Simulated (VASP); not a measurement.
Crystal: Tc.

```xyz
4
Lattice="2.7754 0.0000 0.0000 -1.3877 2.4036 0.0000 0.0000 0.0000 8.8851" Properties=species:S:1:pos:R:3 pbc="T T T"
Tc    1.3877    0.8012    6.6638
Tc    0.0000    0.0000    4.4425
Tc    0.0000    1.6024    2.2213
Tc    0.0000    0.0000    0.0000
```

Base run:

```yaml
Program: VASP 6.6.1
Functional: PBEsol
Potentials_or_basis: VASP PAW PBE potentials, release 64 (Tc_pv)
Cutoff: 520 eV
k_mesh: 11 × 11 × 3
Occupations: fermi-dirac, width 0.05 eV
Spin: no spin polarisation
```

Its results: band gap on the k mesh zero (bands 26 and 27 overlap by 2.71 eV); pressure -16.8 GPa.

The run is repeated on the same cell with these changes: functional from PBEsol to PBE; further incar settings from ALGO = Normal; EDIFF = 1e-07; NBANDS = 34 to ALGO = Normal; EDIFF = 1e-06; NBANDS = 34. What comes out?

Band gap on the k mesh zero (bands 26 and 27 overlap by 2.74 eV); pressure -7.8 GPa.

Caveats: the cell stands under tension; the PAW data sets were made with another functional, which shifts forces and pressure a little (at least some runs).
